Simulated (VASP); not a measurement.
# Ge (P6_3/mmc) in VASP: a series of runs, part 2 of 2

VASP 6.6.1. Earlier steps stand in the parts before.

## 3. Single point, r2SCAN (strain +0.000 along x and y, -0.030 along z)

POSCAR

```
Ge
1.0
    3.9956487014      0.0000000000      0.0000000000
   -1.9978243507      3.4603332800      0.0000000000
    0.0000000000      0.0000000000      6.4046296298
Ge
4
Direct
    0.6666666667      0.3333333333      0.0629814339
    0.3333333333      0.6666666667      0.5629814339
    0.6666666667      0.3333333333      0.4370185661
    0.3333333333      0.6666666667      0.9370185661
```

INCAR.step1

```
PREC = Accurate ; ENCUT = 520
ISMEAR = 0 ; SIGMA = 0.03
LREAL = F ; LASPH = T
NELM = 60 ; NBANDS = 36
GGA = PE ; ALGO = Normal
EDIFF = 1E-4 ; LWAVE = T
LCHARG = F
```

INCAR.step2

```
PREC = Accurate ; ENCUT = 520
EDIFF = 1E-6 ; ISMEAR = 0
SIGMA = 0.03 ; LREAL = F
LASPH = T ; NELM = 60
ALGO = Normal ; ISIF = 2
LWAVE = F ; LCHARG = T
METAGGA = R2SCAN ; LMIXTAU = T
LELF = T ; LVHAR = T
NBANDS = 36 ; ISTART = 1
```

KPOINTS

```
regular mesh
0
Gamma
  12 12 6
```

Potentials or basis: VASP PAW PBE potentials, release 64 (Ge_d).

The run is started by

```
> cat potpaw_PBE.64/Ge_d/POTCAR > POTCAR
> cp INCAR.step1 INCAR
> mpirun -np 1 vasp_std > vasp.out
> cp INCAR.step2 INCAR
> mpirun -np 1 vasp_std > vasp.out
```

OUTCAR:

```text
PREC = Accurate
   ENCUT = 520
   EDIFF = 1E-6
   ISMEAR = 0
   LREAL = F
   LASPH = T
   NELM = 60
   ISIF = 2
   METAGGA = R2SCAN
   ISTART = 1

 ion  position               nearest neighbor table
   1  0.667  0.333  0.063-   3 2.40   4 2.44   4 2.44   4 2.44
   2  0.333  0.667  0.563-   4 2.40   3 2.44   3 2.44   3 2.44
   3  0.667  0.333  0.437-   1 2.40   2 2.44   2 2.44   2 2.44
   4  0.333  0.667  0.937-   2 2.40   1 2.44   1 2.44   1 2.44

  LATTYP: Found a hexagonal cell.
 ALAT       =     3.9956487014
 C/A-ratio  =     1.6029010828

  Lattice vectors:

 A1 = (   3.9956487014,   0.0000000000,   0.0000000000)
 A2 = (  -1.9978243507,   3.4603332800,   0.0000000000)
 A3 = (   0.0000000000,   0.0000000000,   6.4046296298)

Analysis of symmetry for initial positions (statically):
=====================================================================
 Subroutine PRICEL returns:
 Original cell was already a primitive cell.

 Routine SETGRP: Setting up the symmetry group for a
 hexagonal supercell.

 Subroutine GETGRP returns: Found 24 space group operations
 (whereof 12 operations were pure point group operations)
 out of a pool of 24 trial point group operations.

The static configuration has the point symmetry D_3d.
 The point group associated with its full space group is D_6h.

Analysis of symmetry for dynamics (positions and initial velocities):
=====================================================================
 Subroutine PRICEL returns:
 Original cell was already a primitive cell.

 Routine SETGRP: Setting up the symmetry group for a
 hexagonal supercell.

 Subroutine GETGRP returns: Found 24 space group operations
 (whereof 12 operations were pure point group operations)
 out of a pool of 24 trial point group operations.

The dynamic configuration has the point symmetry D_3d.
 The point group associated with its full space group is D_6h.

 Subroutine INISYM returns: Found 24 space group operations
 (whereof 12 operations are pure point group operations),
[... 119 lines left out ...]
     AMIX     =   0.40;   BMIX     =  1.00
     AMIX_MAG =   1.60;   BMIX_MAG =  1.00
  volume/ion in A,a.u.               =      22.14       149.39
  Fermi-wavevector in a.u.,A,eV,Ry     =   1.405199  2.655441 26.865840  1.974584
  Thomas-Fermi vector in A             =   2.527684
   LORBIT       =      0    0 simple, 1 ext, 2 COOP (PROOUT), +10 PAW based schemes
   METAGGA = R2SCAN    functional components
   LHFCALC =     F    Hartree Fock is set to
   AEXX    =    0.0000 exact exchange contribution
   IVDW    =     0    specifies the selected vdW correction
   LEPSILON=     F    determine dielectric tensor
   LRPA    =     F    only Hartree local field effects (RPA)
 non-spin polarized calculation
 Gauss-broadening in eV      SIGMA  =   0.03
  energy-cutoff  :      520.00
  volume of cell :       88.55
 maximum number of plane-waves:      2418
 NGX is ok and might be reduce to    30
   NGX = 15   NGY = 15   NGZ = 23

 number of electron      56.0000001 magnetization

 Free energy of the ion-electron system (eV)
  ---------------------------------------------------
  ext. energy  EPLUGINS =         0.00000000
  ---------------------------------------------------
  free energy    TOTEN  =       -55.36059919 eV

  energy without entropy =      -55.36055964  energy(sigma->0) =      -55.36057942

 E-fermi :   5.1593     XC(G=0): -10.9304

 val. band max:        5.0570504748   @ k =   0.0000   0.0000   0.0000
 cond. band min:       5.1593993040   @ k =   0.0000   0.0000   0.1667
 fundamental gap:      0.1023488293
 Fermi energy:         5.1593389001

 k-point     1 :       0.0000    0.0000    0.0000
  band No.  band energies     occupation
      1     -20.5370      2.00000
      2     -20.5369      2.00000
      3     -20.5267      2.00000
      4     -20.5060      2.00000
      5     -20.4863      2.00000
      6     -20.4862      2.00000
[... 925 lines left out ...]
     35      12.5060      0.00000
     36      13.3066      0.00000

 [... further k-points ...]

------------------------ aborting loop because EDIFF is reached ----------------------------------------

  FORCE on cell =-STRESS in cart. coord.  units (eV):
  Direction    XX          YY          ZZ          XY          YZ          ZX
  --------------------------------------------------------------------------------------
  -------------------------------------------------------------------------------------
  Total        0.2034874      0.2034874      3.8089234      0.0000000      0.0000000     -0.0000000
  in kB        3.6817045      3.6817045     68.9149702      0.0000000      0.0000000     -0.0000000
  external PRESSURE =      25.4261264 kB  Pullay stress =       0.0000000 kB

 VOLUME and BASIS-vectors are now :
 -----------------------------------------------------------------------------
  energy-cutoff  :      520.00
  volume of cell :       88.55
      direct lattice vectors                 reciprocal lattice vectors
     3.995648701  0.000000000  0.000000000     0.250272252  0.144494752  0.000000000
    -1.997824351  3.460333280  0.000000000     0.000000000  0.288989505  0.000000000
     0.000000000  0.000000000  6.404629630     0.000000000  0.000000000  0.156137054

 POSITION                                       TOTAL-FORCE (eV/Angst)
 -----------------------------------------------------------------------------------
      1.99782      1.15344      0.40337         0.000000     -0.000000     -0.325754
     -0.00000      2.30689      3.60569        -0.000000      0.000000     -0.325754
      1.99782      1.15344      2.79894         0.000000     -0.000000      0.325754
     -0.00000      2.30689      6.00126        -0.000000      0.000000      0.325754
 -----------------------------------------------------------------------------------
    total drift:                                0.000000     -0.000000      0.000000

  FREE ENERGIE OF THE ION-ELECTRON SYSTEM (eV)
  ---------------------------------------------------
  free  energy   TOTEN  =       -55.3605991922 eV

  energy  without entropy=      -55.3605596398  energy(sigma->0) =      -55.36057942
```

OSZICAR.step1:

```text
N       E                     dE             d eps       ncg     rms          rms(c)
DAV:   1     0.491140475173E+03    0.49114E+03   -0.28405E+04  6456   0.433E+03
DAV:   2     0.670093402071E+02   -0.42413E+03   -0.41265E+03  5472   0.805E+02
DAV:   3    -0.134001185101E+02   -0.80409E+02   -0.79337E+02  5912   0.205E+02
DAV:   4    -0.179668052139E+02   -0.45667E+01   -0.45451E+01  6488   0.569E+01
DAV:   5    -0.180583229208E+02   -0.91518E-01   -0.91483E-01  6084   0.891E+00    0.470E+00
DAV:   6    -0.179285473739E+02    0.12978E+00   -0.68522E-02  6060   0.195E+00    0.277E+00
DAV:   7    -0.178591868854E+02    0.69360E-01   -0.11372E-01  5920   0.227E+00    0.197E-01
DAV:   8    -0.178627618792E+02   -0.35750E-02   -0.12863E-02  6036   0.101E+00    0.859E-02
DAV:   9    -0.178635737665E+02   -0.81189E-03   -0.88656E-04  4764   0.132E-01    0.212E-02
DAV:  10    -0.178636067061E+02   -0.32940E-04   -0.70230E-05  4660   0.945E-02
   1 F= -.17863607E+02 E0= -.17863570E+02  d E =-.737647E-04
```

It took 18 min on 1 thread of Intel Xeon Platinum 8259CL at 2.50GHz (Skylake/Cascade Lake), shared host; peak memory 0.31 GiB.

Results:

* Free energy: -55.3606 eV
* Pressure: 2.5 GPa
* Largest force: 0.326 eV/Å
* Band gap on the k mesh: zero (bands 28 and 29 overlap by 0.06 eV)

Forces on the atoms (eV/Å):
```
Ge   0.000  0.000 -0.326
Ge   0.000  0.000 -0.326
Ge   0.000  0.000  0.326
Ge   0.000  0.000  0.326
```

Caveat: the cell differs from its parent crystal (strain +0.000 along x and y, -0.030 along z); the stress differs along the axes, from 0 to 7 GPa; semilocal functionals underestimate gaps, and a narrow one can read as zero; the PAW data sets were made with another functional, which shifts forces and pressure a little.

The gap in the log of VASP goes by the Fermi energy; the results here count the filled bands.